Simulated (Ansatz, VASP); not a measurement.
## P in VASP and in Ansatz

INCAR

```
PREC     = Accurate       # precision mode
ENCUT    = 520            # plane-wave cutoff, eV
EDIFF    = 1E-6           # SCF threshold, eV
ISMEAR   = 0              # smearing method
SIGMA    = 0.02           # smearing width, eV
LREAL    = F              # projectors in reciprocal space
LASPH    = T              # aspherical terms in the spheres
NELM     = 100            # most SCF steps
ALGO     = Normal         # electronic algorithm
ISIF     = 2              # what is computed and relaxed
LWAVE    = F              # write WAVECAR
LCHARG   = T              # write CHGCAR
LDIPOL   = T            
IDIPOL   = 3            
DIPOL    = 0.5 0.5 0.500
GGA      = PE             # functional
IVDW     = 12             # dispersion correction
LELF     = T              # ELF
LVHAR    = T            
LVACPOTAV= T            
NBANDS   = 12             # bands
```

Contents of KPOINTS:

```
Automatic mesh
0
Gamma
  9 9 1
```

File POSCAR:

```
P
1.0
    3.0730000000      0.0000000000      0.0000000000
   -1.5365000000      2.6612960658      0.0000000000
    0.0000000000      0.0000000000     28.0000000000
P
2
Direct
    0.3333333333      0.6666666667      0.5190535714
    0.6666666667      0.3333333333      0.4809464286
```

Input for Ansatz:

```yaml
crystal:
  lattice:
    - [3.073, 0.0, 0.0]
    - [-1.5365, 2.6612960658, 0.0]
    - [0.0, 0.0, 28.0]
  atoms:
    - { symbol: P, position: [0.3333333333, 0.6666666667, 0.5190535714] }
    - { symbol: P, position: [0.6666666667, 0.3333333333, 0.4809464286] }
  periodic: [true, true, false]
basis:
  ecutwfc: 420
kpoints:
  mp_grid: { grid: [9, 9, 1] }
hamiltonian:
  xc: pbe
  dispersion: d3bj
scf:
  occupations: { method: gaussian, width: 0.02 }
output:
  forces: true
  stress: true
  eigenvalues: true
```

Alike in both runs: task single point; functional PBE; dispersion D3(BJ); k mesh 9 × 9 × 1; occupations gaussian, width 0.02 eV; no spin polarisation.

|  | VASP | Ansatz |
| --- | --- | --- |
| version | VASP 6.6.1 | Ansatz 0.2.0 |
| potentials or method | VASP PAW PBE potentials, release 64 (P), cutoff 520 eV | scalar-relativistic, plane waves, PAW |
| valence electrons in the cell | 10 | 10 |

VASP gave:

- gap on the k mesh at the Fermi level (eV): 1.21
- least direct gap on the mesh (eV): 1.70
- rms of the force components (eV/Å): 2.631

**Question.** Which values does Ansatz return?

**Answer.** gap on the k mesh at the Fermi level (eV): 1.14; least direct gap on the mesh (eV): 1.63; rms of the force components (eV/Å): 2.716.

Atom by atom the forces differ by 0.085 eV/Å (rms over components).
